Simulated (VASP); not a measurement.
# ZnS (R3m) in VASP: notebook

The runs below take ZnS through single point, with r2SCAN.

All numbers are computed with VASP 6.6.1; they aren't measurements. Logs are shortened: lines on timing, memory, paths and dates and some standing lists are left out, and cuts for length are marked.

**1. The cell of the first run**

Symmetry: R3m, No. 160, trigonal system. Conventional cell: a = 3.807 Å, b = 3.807 Å, c = 28.062 Å, α = 90.00°, β = 90.00°, γ = 120.00°. Within 3.0 Å of Zn (site symmetry 3m) lie 4 S at 2.29 to 2.35 Å. Within 3.0 Å of Zn (site symmetry 3m) lie 4 S at 2.28 to 2.35 Å. Within 3.0 Å of Zn (site symmetry 3m) lie 4 S at 2.29 to 2.35 Å. Within 3.0 Å of S (site symmetry 3m) lie 4 Zn at 2.29 to 2.35 Å. Within 3.0 Å of S (site symmetry 3m) lie 4 Zn at 2.29 to 2.35 Å. S (site symmetry 3m) has 4 Zn at 2.28 to 2.35 Å within 3.0 Å.

**2. Single point, r2SCAN (all S atoms moved -0.050 Å, as atom 4 along Cartesian [0 0 1])**

POSCAR reads:

```
ZnS
1.0
    1.9036300238      1.0990613067      9.3541347981
   -1.9036300238      1.0990613067      9.3541347981
    0.0000000000     -2.1981226134      9.3541347981
Zn S
3 3
Direct
    0.9999789175      0.9999789175      0.9999789175
    0.2222813884      0.2222813884      0.2222813884
    0.4445836769      0.4445836769      0.4445836769
    0.0814802233      0.0814802233      0.0814802233
    0.5260467701      0.5260467701      0.5260467701
    0.3036097940      0.3036097940      0.3036097940
```

INCAR.step1 reads:

```
SYSTEM = ZnS
ALGO     = Normal         ! electronic algorithm
EDIFF    = 1E-4           ! SCF threshold, eV
ENCUT    = 520            ! plane-wave cutoff, eV
GGA      = PE             ! functional
ISMEAR   = 0              ! smearing method
LASPH    = .TRUE.         ! aspherical terms in the spheres
LCHARG   = .FALSE.        ! write CHGCAR
LREAL    = .FALSE.        ! projectors in reciprocal space
LWAVE    = .TRUE.         ! write WAVECAR
NBANDS   = 36             ! bands
NELM     = 100            ! most SCF steps
PREC     = Accurate       ! precision mode
SIGMA    = 0.05           ! smearing width, eV
```

INCAR.step2 reads:

```
SYSTEM = ZnS
ALGO     = Normal         ! electronic algorithm
EDIFF    = 1E-6           ! SCF threshold, eV
ENCUT    = 520            ! plane-wave cutoff, eV
ISIF     = 2              ! what is computed and relaxed
ISMEAR   = 0              ! smearing method
ISTART   = 1            
LASPH    = .TRUE.         ! aspherical terms in the spheres
LCHARG   = .TRUE.         ! write CHGCAR
LELF     = .TRUE.         ! ELF
LMIXTAU  = .TRUE.       
LREAL    = .FALSE.        ! projectors in reciprocal space
LVHAR    = .TRUE.       
LWAVE    = .FALSE.        ! write WAVECAR
METAGGA  = R2SCAN         ! meta-GGA
NBANDS   = 36             ! bands
NELM     = 100            ! most SCF steps
PREC     = Accurate       ! precision mode
SIGMA    = 0.05           ! smearing width, eV
```

KPOINTS reads:

```
k-points
0
G
  6 6 6
  0 0 0
```

Potentials or basis: VASP PAW PBE potentials, release 64 (Zn, S).

Started as:

```bash
$ cat potpaw_PBE.64/Zn/POTCAR potpaw_PBE.64/S/POTCAR > POTCAR
$ cp INCAR.step1 INCAR
$ mpirun -np 1 vasp_std > vasp.out
$ cp INCAR.step2 INCAR
$ mpirun -np 1 vasp_std > vasp.out
```

OUTCAR:

```text
SYSTEM = ZnS
   EDIFF = 1E-6
   ENCUT = 520
   ISIF = 2
   ISMEAR = 0
   ISTART = 1
   LASPH = .TRUE.
   LREAL = .FALSE.
   METAGGA = R2SCAN
   NELM = 100
   PREC = Accurate

 ion  position               nearest neighbor table
   1  1.000  1.000  1.000-   4 2.29   6 2.35   6 2.35   6 2.35
   2  0.222  0.222  0.222-   6 2.28   5 2.35   5 2.35   5 2.35
   3  0.445  0.445  0.445-   5 2.29   4 2.35   4 2.35   4 2.35
   4  0.081  0.081  0.081-   1 2.29   3 2.35   3 2.35   3 2.35
   5  0.526  0.526  0.526-   3 2.29   2 2.35   2 2.35   2 2.35
   6  0.304  0.304  0.304-   2 2.28   1 2.35   1 2.35   1 2.35

  LATTYP: Found a trigonal (rhomboedric) cell.
 ALAT       =     9.6089323468
 COS(alpha) =     0.9215044899

  Lattice vectors:

 A1 = (   1.9036300238,   1.0990613067,   9.3541347981)
 A2 = (  -1.9036300238,   1.0990613067,   9.3541347981)
 A3 = (   0.0000000000,  -2.1981226134,   9.3541347981)

Analysis of symmetry for initial positions (statically):
=====================================================================
 Subroutine PRICEL returns:
 Original cell was already a primitive cell.

 Routine SETGRP: Setting up the symmetry group for a
 trigonal (rhombohedral) supercell.

 Subroutine GETGRP returns: Found  6 space group operations
 (whereof  6 operations were pure point group operations)
 out of a pool of 12 trial point group operations.

The static configuration has the point symmetry C_3v.

Analysis of symmetry for dynamics (positions and initial velocities):
=====================================================================
 Subroutine PRICEL returns:
 Original cell was already a primitive cell.

 Routine SETGRP: Setting up the symmetry group for a
 trigonal (rhombohedral) supercell.

 Subroutine GETGRP returns: Found  6 space group operations
 (whereof  6 operations were pure point group operations)
 out of a pool of 12 trial point group operations.

The dynamic configuration has the point symmetry C_3v.

 Subroutine INISYM returns: Found  6 space group operations
 (whereof  6 operations are pure point group operations),
 and found     1 'primitive' translations

----------------------------------------------------------------------------------------

                                     Primitive cell

  volume of cell :     117.4247

  direct lattice vectors                    reciprocal lattice vectors
     1.903630024  1.099061307  9.354134798     0.262656080  0.151644559  0.035634865
    -1.903630024  1.099061307  9.354134798    -0.262656080  0.151644559  0.035634865
     0.000000000 -2.198122613  9.354134798     0.000000000 -0.303289117  0.035634865

  length of vectors
     9.608932347  9.608932347  9.608932347     0.305375395  0.305375395  0.305375395

  position of ions in fractional coordinates (direct lattice)
     0.999978918  0.999978918  0.999978918
     0.222281388  0.222281388  0.222281388
     0.444583677  0.444583677  0.444583677
     0.081480223  0.081480223  0.081480223
     0.526046770  0.526046770  0.526046770
     0.303609794  0.303609794  0.303609794

  ion indices of the primitive-cell ions
   primitive index   ion index
                 1           1
                 2           2
                 3           3
                 4           4
                 5           5
                 6           6

----------------------------------------------------------------------------------------

 KPOINTS: k-points

Automatic generation of k-mesh.
 Grid dimensions read from file:
 generate k-points for:    6    6    6

 Generating k-lattice:

  Cartesian coordinates                     Fractional coordinates (reciprocal lattice)
     0.043776013  0.025274093  0.005939144     0.166666667 -0.000000000 -0.000000000
    -0.043776013  0.025274093  0.005939144    -0.000000000  0.166666667 -0.000000000
     0.000000000 -0.050548186  0.005939144    -0.000000000 -0.000000000  0.166666667

  Length of vectors
     0.050895899  0.050895899  0.050895899

  Shift w.r.t. Gamma in fractional coordinates (k-lattice)
     0.000000000  0.000000000  0.000000000

 Subroutine IBZKPT returns following result:
 ===========================================

 Found     32 irreducible k-points:

 Following reciprocal coordinates:
            Coordinates               Weight
  0.000000  0.000000  0.000000      1.000000
  0.166667 -0.000000  0.000000      6.000000
  0.333333  0.000000  0.000000      6.000000
  0.500000  0.000000  0.000000      3.000000
  0.166667  0.166667  0.000000      6.000000
  0.333333  0.166667  0.000000     12.000000
[... 16 lines left out ...]
  0.500000  0.500000  0.166667      6.000000
 -0.333333  0.500000  0.166667     12.000000
 [... further k-points ...]
   k-points           NKPTS =     32   k-points in BZ     NKDIM =     32   number of bands    NBANDS=     36
   number of dos      NEDOS =    301   number of ions     NIONS =      6
   total plane-waves  NPLWV = 373248
   dimension x,y,z NGX =    72 NGY =   72 NGZ =   72
   dimension x,y,z NGXF=   144 NGYF=  144 NGZF=  144
   ions per type =               3   3
   NGX,Y,Z   is equivalent  to a cutoff of  12.46, 12.46, 12.46 a.u.
   NGXF,Y,Z  is equivalent  to a cutoff of  24.91, 24.91, 24.91 a.u.
 SYSTEM =  ZnS
   PREC   = accura    normal or accurate (medium, high low for compatibility)
   ISTART =      1    job   : 0-new  1-cont  2-samecut
   ICHARG =      0    charge: 1-file 2-atom 10-const
   ISPIN  =      1    spin polarized calculation?
   LNONCOLLINEAR =      F non collinear calculations
   LSORBIT =      F    spin-orbit coupling
   LASPH  =      T    aspherical Exc in radial PAW
   ENCUT  =  520.0 eV  38.22 Ry    6.18 a.u.  17.87 17.87 17.87*2*pi/ulx,y,z
   NELM   =    100;   NELMIN=  2; NELMDL=  0     # of ELM steps
   EDIFF  = 0.1E-05   stopping-criterion for ELM
   LREAL  =      F    real-space projection
   EDIFFG = 0.1E-04   stopping-criterion for IOM
   NSW    =      0    number of steps for IOM
   IBRION =     -1    ionic relax: 0-MD 1-quasi-New 2-CG
   NFREE  =      0    steps in history (QN), initial steepest desc. (CG)
   ISIF   =      2    stress and relaxation
   ISYM   =      2    0-nonsym 1-usesym 2-fastsym
   POTIM  = 0.5000    time-step for ionic-motion
   TEBEG  =    0.0;   TEEND  =   0.0 temperature during run
   PSTRESS=    0.0 pullay stress
   NELECT =      54.0000    total number of electrons
   NUPDOWN=      -1.0000    fix difference up-down
   EMIN   =  10.00;   EMAX   =-10.00  energy-range for DOS
   EFERMI =   0.00;   METHOD = LEGACY
   ISMEAR =     0;   SIGMA  =   0.05  broadening in eV -4-tet -1-fermi 0-gaus
   EFERMI_NEDOS =   21; number of points for ismear=-14 and -15
   IALGO  =     38    algorithm
   IMIX   =      4    mixing-type and parameters
     AMIX     =   0.40;   BMIX     =  1.00
     AMIX_MAG =   1.60;   BMIX_MAG =  1.00
  volume/ion in A,a.u.               =      19.57       132.07
  Fermi-wavevector in a.u.,A,eV,Ry     =   1.263629  2.387913 21.725220  1.596759
  Thomas-Fermi vector in A             =   2.396976
   LORBIT       =      0    0 simple, 1 ext, 2 COOP (PROOUT), +10 PAW based schemes
   METAGGA = R2SCAN    functional components
   LHFCALC =     F    Hartree Fock is set to
   AEXX    =    0.0000 exact exchange contribution
   IVDW    =     0    specifies the selected vdW correction
   LEPSILON=     F    determine dielectric tensor
   LRPA    =     F    only Hartree local field effects (RPA)
 non-spin polarized calculation
 Gauss-broadening in eV      SIGMA  =   0.05
  energy-cutoff  :      520.00
  volume of cell :      117.42
 maximum number of plane-waves:      3183
   NGX = 35   NGY = 35   NGZ = 35

 number of electron      53.9999978 magnetization

 Free energy of the ion-electron system (eV)
  ---------------------------------------------------
  ext. energy  EPLUGINS =         0.00000000
  ---------------------------------------------------
  free energy    TOTEN  =       -56.56249989 eV

  energy without entropy =      -56.56249989  energy(sigma->0) =      -56.56249989

 E-fermi :   2.1457     XC(G=0): -10.3198

 val. band max:        1.9434477635   @ k =   0.0000   0.0000   0.0000
 cond. band min:       4.6804539088   @ k =   0.0000   0.0000   0.0000
 fundamental gap:      2.7370061453
 Fermi energy:         2.1457023439

 k-point     1 :       0.0000    0.0000    0.0000
  band No.  band energies     occupation
      1     -11.8320      2.00000
      2     -11.1359      2.00000
      3     -11.1269      2.00000
      4      -4.6672      2.00000
      5      -4.5900      2.00000
      6      -4.5900      2.00000
[... 28 lines left out ...]
     35       9.3827      0.00000
     36       9.8366      0.00000

 k-point     2 :       0.1667   -0.0000    0.0000
  band No.  band energies     occupation
      1     -11.6426      2.00000
      2     -11.0511      2.00000
      3     -10.9575      2.00000
      4      -4.6301      2.00000
      5      -4.6033      2.00000
      6      -4.5593      2.00000
[... 28 lines left out ...]
     35       9.4711      0.00000
     36      10.1996      0.00000

 k-point     3 :       0.3333    0.0000    0.0000
  band No.  band energies     occupation
      1     -11.1912      2.00000
      2     -10.7958      2.00000
      3     -10.6941      2.00000
      4      -4.6160      2.00000
      5      -4.5747      2.00000
      6      -4.5426      2.00000
[... 28 lines left out ...]
     35      10.3227      0.00000
     36      10.9451      0.00000
[... 742 lines left out ...]
 k-point    23 :       0.5000    0.5000    0.1667
  band No.  band energies     occupation
      1     -11.0959      2.00000
      2     -10.9986      2.00000
      3     -10.5865      2.00000
      4      -4.6411      2.00000
      5      -4.5851      2.00000
      6      -4.5212      2.00000
[... 28 lines left out ...]
     35      10.2200      0.00000
     36      10.4754      0.00000

 k-point    24 :      -0.3333    0.5000    0.1667
  band No.  band energies     occupation
      1     -10.8120      2.00000
      2     -10.8045      2.00000
      3     -10.5414      2.00000
      4      -4.5810      2.00000
      5      -4.5308      2.00000
      6      -4.5004      2.00000
[... 28 lines left out ...]
     35      10.0521      0.00000
     36      11.2429      0.00000

 [... further k-points ...]

------------------------ aborting loop because EDIFF is reached ----------------------------------------

  FORCE on cell =-STRESS in cart. coord.  units (eV):
  Direction    XX          YY          ZZ          XY          YZ          ZX
  --------------------------------------------------------------------------------------
  -------------------------------------------------------------------------------------
  Total       -0.4397942     -0.4397942      1.2217291     -0.0000000      0.0000000      0.0000000
  in kB       -6.0006844     -6.0006844     16.6696371     -0.0000000      0.0000000      0.0000000
  external PRESSURE =       1.5560894 kB  Pullay stress =       0.0000000 kB

 VOLUME and BASIS-vectors are now :
 -----------------------------------------------------------------------------
  energy-cutoff  :      520.00
  volume of cell :      117.42
      direct lattice vectors                 reciprocal lattice vectors
     1.903630024  1.099061307  9.354134798     0.262656080  0.151644559  0.035634865
    -1.903630024  1.099061307  9.354134798    -0.262656080  0.151644559  0.035634865
     0.000000000 -2.198122613  9.354134798     0.000000000 -0.303289117  0.035634865

 POSITION                                       TOTAL-FORCE (eV/Angst)
 -----------------------------------------------------------------------------------
      0.00000      0.00000     28.06181         0.000000     -0.000000     -0.335321
      0.00000      0.00000      6.23775         0.000000      0.000000     -0.340133
      0.00000      0.00000     12.47609         0.000000      0.000000     -0.341756
      0.00000      0.00000      2.28653         0.000000     -0.000000      0.335842
      0.00000      0.00000     14.76214         0.000000      0.000000      0.337368
      0.00000      0.00000      8.52002         0.000000     -0.000000      0.343999
 -----------------------------------------------------------------------------------
    total drift:                               -0.000000      0.000000     -0.060070

  FREE ENERGIE OF THE ION-ELECTRON SYSTEM (eV)
  ---------------------------------------------------
  free  energy   TOTEN  =       -56.5624998944 eV

  energy  without entropy=      -56.5624998944  energy(sigma->0) =      -56.56249989
```

Run time: 41 min. Hardware: 1 thread of Intel Xeon Platinum 8259CL at 2.50GHz (Skylake/Cascade Lake), shared host; peak memory 0.86 GiB.

What came out:

- Free energy: -56.5625 eV
- Pressure: 0.2 GPa
- Largest force: 0.344 eV/Å
- Band gap on the k mesh: 2.74 eV, direct

Forces in eV/Å, atoms in the order of the input:
```
Zn   0.000  0.000 -0.335
Zn   0.000  0.000 -0.340
Zn   0.000  0.000 -0.342
S    0.000  0.000  0.336
S    0.000  0.000  0.337
S    0.000  0.000  0.344
```

Stress tensor (GPa, compression positive):
```
-0.60  0.00  0.00
 0.00 -0.60  0.00
 0.00  0.00  1.67
```

Levels at points of the mesh, in eV from the valence-band top:
```tsv
k point	band 23	band 24	band 25	band 26	band 27	band 28	band 29	band 30	band 31	band 32
(0.00, 0.00, 0.00)	-0.74	-0.74	-0.14	0.00	0.00	2.74	3.90	4.05	6.80	6.80
(0.50, 0.00, 0.00)	-2.28	-2.00	-1.99	-1.42	-0.84	3.69	4.31	4.48	5.33	5.67
(0.50, 0.50, 0.00)	-2.33	-2.02	-1.39	-1.26	-1.26	3.70	4.04	4.73	5.31	6.32
(0.50, 0.50, 0.50)	-0.97	-0.27	-0.27	-0.26	-0.26	3.74	3.84	3.98	6.79	6.86
```

Caveat: the cell differs from its parent crystal (all S atoms moved -0.050 Å, as atom 4 along Cartesian [0 0 1]); the PAW data sets were made with another functional, which shifts forces and pressure a little. A k mesh can miss the band edges.

**3. Single point, r2SCAN (all S atoms moved -0.025 Å, as atom 4 along Cartesian [0 0 1])**

POSCAR, as its differences from that of step 2:

```diff
@@ -11,4 +11,4 @@
     0.4445836769      0.4445836769      0.4445836769
-    0.0814802233      0.0814802233      0.0814802233
-    0.5260467701      0.5260467701      0.5260467701
-    0.3036097940      0.3036097940      0.3036097940
+    0.0823710950      0.0823710950      0.0823710950
+    0.5269376418      0.5269376418      0.5269376418
+    0.3045006657      0.3045006657      0.3045006657
```

INCAR.step1 reads:

```
PREC = Accurate
ENCUT = 520
ISMEAR = 0
SIGMA = 0.05
LREAL = False
LASPH = True
NELM = 100
NBANDS = 36
GGA = PE
ALGO = Normal
EDIFF = 1E-4
LWAVE = True
LCHARG = False
```

INCAR.step2 reads:

```
PREC = Accurate
ENCUT = 520
EDIFF = 1E-6
ISMEAR = 0
SIGMA = 0.05
LREAL = False
LASPH = True
NELM = 100
ALGO = Normal
ISIF = 2
LWAVE = False
LCHARG = False
METAGGA = R2SCAN
LMIXTAU = True
NBANDS = 36
ISTART = 1
```

KPOINTS reads:

```
Automatic mesh
0
Gamma
  6 6 6
```

Potentials or basis: VASP PAW PBE potentials, release 64 (Zn, S).

Started as:

```bash
$ cat potpaw_PBE.64/Zn/POTCAR potpaw_PBE.64/S/POTCAR > POTCAR
$ cp INCAR.step1 INCAR
$ mpirun -np 1 vasp_std > vasp.out
$ cp INCAR.step2 INCAR
$ mpirun -np 1 vasp_std > vasp.out
```

Run time: 45 min. Hardware: 1 thread of Intel Xeon Platinum 8259CL at 2.50GHz (Skylake/Cascade Lake), shared host; peak memory 0.86 GiB.

The run converged. Its results:

```yaml
Free_energy: -56.5806 eV
Pressure: 0.1 GPa
Largest_force: 0.165 eV/Å
Band_gap_on_the_k_mesh: 2.75 eV, direct
```

Forces in eV/Å, atoms in the order of the input:
```
Zn   0.000  0.000 -0.161
Zn   0.000  0.000 -0.162
Zn   0.000  0.000 -0.164
S    0.000  0.000  0.160
S    0.000  0.000  0.162
S    0.000  0.000  0.165
```

Stress tensor (GPa, compression positive):
```
-0.26  0.00  0.00
 0.00 -0.26  0.00
 0.00  0.00  0.80
```

Levels at points of the mesh, in eV from the valence-band top:
```
           k point  band 25  band 26  band 27  band 28  band 29  band 30
(0.00, 0.00, 0.00)    -0.09     0.00     0.00     2.75     3.87     4.02
(0.50, 0.00, 0.00)    -1.99    -1.38    -0.87     3.71     4.31     4.49
(0.50, 0.50, 0.00)    -1.35    -1.28    -1.28     3.74     4.03     4.73
(0.50, 0.50, 0.50)    -0.26    -0.25    -0.25     3.71     3.84     3.98
```

Caveat: the cell differs from its parent crystal (all S atoms moved -0.025 Å, as atom 4 along Cartesian [0 0 1]); the PAW data sets were made with another functional, which shifts forces and pressure a little. A k mesh can miss the band edges.
